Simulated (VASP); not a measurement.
# Si (P6_3/mmc) in VASP: single point with r2SCAN

Aim: the single point of Si with r2SCAN.

Everything below comes from runs of VASP 6.6.1. Logs are shortened: lines on timing, memory, paths and dates and some standing lists are left out, and cuts for length are marked.

**1. The cell of the first run**

Symmetry: P6_3/mmc, No. 194, hexagonal system. The conventional cell has a = 2.442 Å, b = 2.442 Å, c = 5.368 Å, α = 90.00°, β = 90.00°, γ = 120.00°. Within 3.2 Å of Si (site symmetry -6m2) lie 12 Si at 2.44 to 3.03 Å.

This isn't the form of Si at room conditions, which is diamond.

**2. Single point, r2SCAN**

POSCAR reads:

```
Si
1.0
    2.4423629206      0.0000000000      0.0000000000
   -1.2211814603      2.1151483345      0.0000000000
    0.0000000000      0.0000000000      5.3675904818
Si
2
Direct
    0.3333333333      0.6666666667      0.2500000000
    0.6666666667      0.3333333333      0.7500000000
```

INCAR.step1 reads:

```
SYSTEM = Si
  ALGO = Normal
  EDIFF = 1E-4
  ENCUT = 520
  GGA = PE
  ISMEAR = 0
  LASPH = .TRUE.
  LCHARG = .FALSE.
  LREAL = .FALSE.
  LWAVE = .TRUE.
  NBANDS = 11
  NELM = 100
  PREC = Accurate
  SIGMA = 0.15
```

INCAR.step2 reads:

```
SYSTEM = Si
  ALGO = Normal
  EDIFF = 1E-7
  ENCUT = 520
  ISIF = 2
  ISMEAR = 0
  ISTART = 1
  LASPH = .TRUE.
  LCHARG = .TRUE.
  LELF = .TRUE.
  LMIXTAU = .TRUE.
  LREAL = .FALSE.
  LVHAR = .TRUE.
  LWAVE = .FALSE.
  METAGGA = R2SCAN
  NBANDS = 11
  NELM = 100
  PREC = Accurate
  SIGMA = 0.15
```

KPOINTS reads:

```
k-points
0
G
  24 24 12
  0 0 0
```

Potentials or basis: VASP PAW PBE potentials, release 64 (Si).

Command:

```
$ cat potpaw_PBE.64/Si/POTCAR > POTCAR
$ cp INCAR.step1 INCAR
$ mpirun -np 1 vasp_std > vasp.out
$ cp INCAR.step2 INCAR
$ mpirun -np 1 vasp_std > vasp.out
```

OUTCAR:

```text
SYSTEM = Si
   EDIFF = 1E-7
   ENCUT = 520
   ISIF = 2
   ISMEAR = 0
   ISTART = 1
   LASPH = .TRUE.
   LREAL = .FALSE.
   METAGGA = R2SCAN
   NELM = 100
   PREC = Accurate

 ion  position               nearest neighbor table
   1  0.333  0.667  0.250-   2 3.03   2 3.03   2 3.03   2 3.03   2 3.03   2 3.03
   2  0.667  0.333  0.750-   1 3.03   1 3.03   1 3.03   1 3.03   1 3.03   1 3.03

  LATTYP: Found a hexagonal cell.
 ALAT       =     2.4423629206
 C/A-ratio  =     2.1977038861

  Lattice vectors:

 A1 = (   2.4423629206,   0.0000000000,   0.0000000000)
 A2 = (  -1.2211814603,   2.1151483345,   0.0000000000)
 A3 = (   0.0000000000,   0.0000000000,   5.3675904818)

Analysis of symmetry for initial positions (statically):
=====================================================================
 Subroutine PRICEL returns:
 Original cell was already a primitive cell.

 Routine SETGRP: Setting up the symmetry group for a
 hexagonal supercell.

 Subroutine GETGRP returns: Found 24 space group operations
 (whereof 12 operations were pure point group operations)
 out of a pool of 24 trial point group operations.

The static configuration has the point symmetry D_3d.
 The point group associated with its full space group is D_6h.

Analysis of symmetry for dynamics (positions and initial velocities):
=====================================================================
 Subroutine PRICEL returns:
 Original cell was already a primitive cell.

 Routine SETGRP: Setting up the symmetry group for a
 hexagonal supercell.

 Subroutine GETGRP returns: Found 24 space group operations
 (whereof 12 operations were pure point group operations)
 out of a pool of 24 trial point group operations.

The dynamic configuration has the point symmetry D_3d.
 The point group associated with its full space group is D_6h.

 Subroutine INISYM returns: Found 24 space group operations
 (whereof 12 operations are pure point group operations),
 and found     1 'primitive' translations

----------------------------------------------------------------------------------------

                                     Primitive cell

  volume of cell :      27.7288

  direct lattice vectors                    reciprocal lattice vectors
     2.442362921  0.000000000  0.000000000     0.409439560  0.236390040  0.000000000
    -1.221181460  2.115148335  0.000000000     0.000000000  0.472780081  0.000000000
     0.000000000  0.000000000  5.367590482     0.000000000  0.000000000  0.186303334

  length of vectors
     2.442362921  2.442362921  5.367590482     0.472780081  0.472780081  0.186303334

  position of ions in fractional coordinates (direct lattice)
     0.333333333  0.666666667  0.250000000
     0.666666667  0.333333333  0.750000000

  ion indices of the primitive-cell ions
   primitive index   ion index
                 1           1
                 2           2

----------------------------------------------------------------------------------------

 KPOINTS: k-points

Automatic generation of k-mesh.
 Grid dimensions read from file:
 generate k-points for:   24   24   12

 Generating k-lattice:

  Cartesian coordinates                     Fractional coordinates (reciprocal lattice)
     0.017059982  0.009849585  0.000000000     0.041666667 -0.000000000  0.000000000
     0.000000000  0.019699170  0.000000000     0.000000000  0.041666667  0.000000000
     0.000000000  0.000000000  0.015525278     0.000000000  0.000000000  0.083333333

  Length of vectors
     0.019699170  0.019699170  0.015525278

  Shift w.r.t. Gamma in fractional coordinates (k-lattice)
     0.000000000  0.000000000  0.000000000

 Subroutine IBZKPT returns following result:
 ===========================================

 Found    427 irreducible k-points:

 Following reciprocal coordinates:
            Coordinates               Weight
  0.000000  0.000000  0.000000      1.000000
  0.041667  0.000000  0.000000      6.000000
  0.083333  0.000000  0.000000      6.000000
  0.125000  0.000000  0.000000      6.000000
  0.166667  0.000000  0.000000      6.000000
  0.208333  0.000000  0.000000      6.000000
[... 16 lines left out ...]
  0.416667  0.041667  0.000000     12.000000
  0.458333  0.041667  0.000000     12.000000
 [... further k-points ...]
   k-points           NKPTS =    427   k-points in BZ     NKDIM =    427   number of bands    NBANDS=     11
   number of dos      NEDOS =    301   number of ions     NIONS =      2
   total plane-waves  NPLWV =  12960
   dimension x,y,z NGX =    18 NGY =   18 NGZ =   40
   dimension x,y,z NGXF=    36 NGYF=   36 NGZF=   80
   ions per type =               2
   NGX,Y,Z   is equivalent  to a cutoff of  12.25, 12.25, 12.39 a.u.
   NGXF,Y,Z  is equivalent  to a cutoff of  24.50, 24.50, 24.78 a.u.
 SYSTEM =  Si
   PREC   = accura    normal or accurate (medium, high low for compatibility)
   ISTART =      1    job   : 0-new  1-cont  2-samecut
   ICHARG =      0    charge: 1-file 2-atom 10-const
   ISPIN  =      1    spin polarized calculation?
   LNONCOLLINEAR =      F non collinear calculations
   LSORBIT =      F    spin-orbit coupling
   LASPH  =      T    aspherical Exc in radial PAW
   ENCUT  =  520.0 eV  38.22 Ry    6.18 a.u.   4.54  4.54  9.98*2*pi/ulx,y,z
   NELM   =    100;   NELMIN=  2; NELMDL=  0     # of ELM steps
   EDIFF  = 0.1E-06   stopping-criterion for ELM
   LREAL  =      F    real-space projection
   EDIFFG = 0.1E-05   stopping-criterion for IOM
   NSW    =      0    number of steps for IOM
   IBRION =     -1    ionic relax: 0-MD 1-quasi-New 2-CG
   NFREE  =      0    steps in history (QN), initial steepest desc. (CG)
   ISIF   =      2    stress and relaxation
   ISYM   =      2    0-nonsym 1-usesym 2-fastsym
   POTIM  = 0.5000    time-step for ionic-motion
   TEBEG  =    0.0;   TEEND  =   0.0 temperature during run
   PSTRESS=    0.0 pullay stress
   NELECT =       8.0000    total number of electrons
   NUPDOWN=      -1.0000    fix difference up-down
   EMIN   =  10.00;   EMAX   =-10.00  energy-range for DOS
   EFERMI =   0.00;   METHOD = LEGACY
   ISMEAR =     0;   SIGMA  =   0.15  broadening in eV -4-tet -1-fermi 0-gaus
   EFERMI_NEDOS =   21; number of points for ismear=-14 and -15
   IALGO  =     38    algorithm
   IMIX   =      4    mixing-type and parameters
     AMIX     =   0.40;   BMIX     =  1.00
     AMIX_MAG =   1.60;   BMIX_MAG =  1.00
  volume/ion in A,a.u.               =      13.86        93.56
  Fermi-wavevector in a.u.,A,eV,Ry     =   1.081753  2.044216 15.921389  1.170189
  Thomas-Fermi vector in A             =   2.217777
   LORBIT       =      0    0 simple, 1 ext, 2 COOP (PROOUT), +10 PAW based schemes
   METAGGA = R2SCAN    functional components
   LHFCALC =     F    Hartree Fock is set to
   AEXX    =    0.0000 exact exchange contribution
   IVDW    =     0    specifies the selected vdW correction
   LEPSILON=     F    determine dielectric tensor
   LRPA    =     F    only Hartree local field effects (RPA)
 non-spin polarized calculation
 Gauss-broadening in eV      SIGMA  =   0.15
  energy-cutoff  :      520.00
  volume of cell :       27.73
 maximum number of plane-waves:       768
   NGX =  9   NGY =  9   NGZ = 19

 number of electron       8.0000001 magnetization

 Free energy of the ion-electron system (eV)
  ---------------------------------------------------
  ext. energy  EPLUGINS =         0.00000000
  ---------------------------------------------------
  free energy    TOTEN  =       -15.84795339 eV

  energy without entropy =      -15.83964833  energy(sigma->0) =      -15.84380086

 E-fermi :  10.7048     XC(G=0): -12.0244

 val. band max:       10.7041663169   @ k =   0.3333   0.0417   0.4167
 cond. band min:      10.7108550983   @ k =   0.3750   0.0000   0.4167
 fundamental gap:      0.0066887814
 Fermi energy:        10.7047887461

 k-point     1 :       0.0000    0.0000    0.0000
  band No.  band energies     occupation
      1      -5.2427      2.00000
      2      -1.6056      2.00000
      3       2.1540      2.00000
      4      14.4304      0.00000
      5      16.6529      0.00000
      6      25.4959      0.00000
      7      25.4959      0.00000
      8      25.6027      0.00000
      9      25.6027      0.00000
     10      27.4473      0.00000
     11      27.4473      0.00000

 k-point     2 :       0.0417    0.0000    0.0000
  band No.  band energies     occupation
      1      -5.1829      2.00000
      2      -1.5470      2.00000
      3       2.2120      2.00000
      4      14.4814      0.00000
      5      16.6894      0.00000
      6      23.9266      0.00000
      7      24.4338      0.00000
      8      25.7293      0.00000
      9      26.3616      0.00000
     10      26.5553      0.00000
     11      27.0708      0.00000

 k-point     3 :       0.0833    0.0000    0.0000
  band No.  band energies     occupation
      1      -5.0036      2.00000
      2      -1.3714      2.00000
      3       2.3861      2.00000
      4      14.6344      0.00000
      5      16.7884      0.00000
      6      21.8906      0.00000
      7      23.4011      0.00000
      8      24.1777      0.00000
      9      25.5934      0.00000
     10      25.8409      0.00000
     11      28.2254      0.00000
[... 267 lines left out ...]
 k-point    23 :       0.4167    0.0417    0.0000
  band No.  band energies     occupation
      1       1.2523      2.00000
      2       4.3275      2.00000
      3       5.8597      2.00000
      4       8.5259      2.00000
      5       8.9151      2.00000
      6      12.8470      0.00000
      7      17.3669      0.00000
      8      19.8478      0.00000
      9      20.2376      0.00000
     10      21.1979      0.00000
     11      22.7774      0.00000

 k-point    24 :       0.4583    0.0417    0.0000
  band No.  band energies     occupation
      1       2.4829      2.00000
      2       3.7618      2.00000
      3       6.0533      2.00000
      4       7.6559      2.00000
      5       9.6486      2.00000
      6      11.5107      0.00000
      7      17.2738      0.00000
      8      19.8220      0.00000
      9      21.1807      0.00000
     10      21.1846      0.00000
     11      22.7655      0.00000

 [... further k-points ...]

------------------------ aborting loop because EDIFF is reached ----------------------------------------

  FORCE on cell =-STRESS in cart. coord.  units (eV):
  Direction    XX          YY          ZZ          XY          YZ          ZX
  --------------------------------------------------------------------------------------
  -------------------------------------------------------------------------------------
  Total        2.8245315      2.8245315     -1.2088673      0.0000000     -0.0000000      0.0000000
  in kB      163.2024260    163.2024260    -69.8487783      0.0000000     -0.0000000      0.0000000
  external PRESSURE =      85.5186912 kB  Pullay stress =       0.0000000 kB

 VOLUME and BASIS-vectors are now :
 -----------------------------------------------------------------------------
  energy-cutoff  :      520.00
  volume of cell :       27.73
      direct lattice vectors                 reciprocal lattice vectors
     2.442362921  0.000000000  0.000000000     0.409439560  0.236390040  0.000000000
    -1.221181460  2.115148335  0.000000000     0.000000000  0.472780081  0.000000000
     0.000000000  0.000000000  5.367590482     0.000000000  0.000000000  0.186303334

 POSITION                                       TOTAL-FORCE (eV/Angst)
 -----------------------------------------------------------------------------------
     -0.00000      1.41010      1.34190        -0.000000     -0.000000      0.000000
      1.22118      0.70505      4.02569         0.000000      0.000000      0.000000
 -----------------------------------------------------------------------------------
    total drift:                                0.000000      0.000000     -0.000000

  FREE ENERGIE OF THE ION-ELECTRON SYSTEM (eV)
  ---------------------------------------------------
  free  energy   TOTEN  =       -15.8479533947 eV

  energy  without entropy=      -15.8396483343  energy(sigma->0) =      -15.84380086
```

Run time: 5.6 min. Hardware: 1 thread of Intel Xeon Platinum 8259CL at 2.50GHz (Skylake/Cascade Lake), shared host; peak memory 0.21 GiB.

Results:

| Item | Value |
| --- | --- |
| Free energy | -15.8480 eV |
| Pressure | 8.6 GPa |
| Band gap on the k mesh | zero (bands 4 and 5 overlap by 7.31 eV) |

Caveat: the cell stands under pressure; the PAW data sets were made with another functional, which shifts forces and pressure a little.
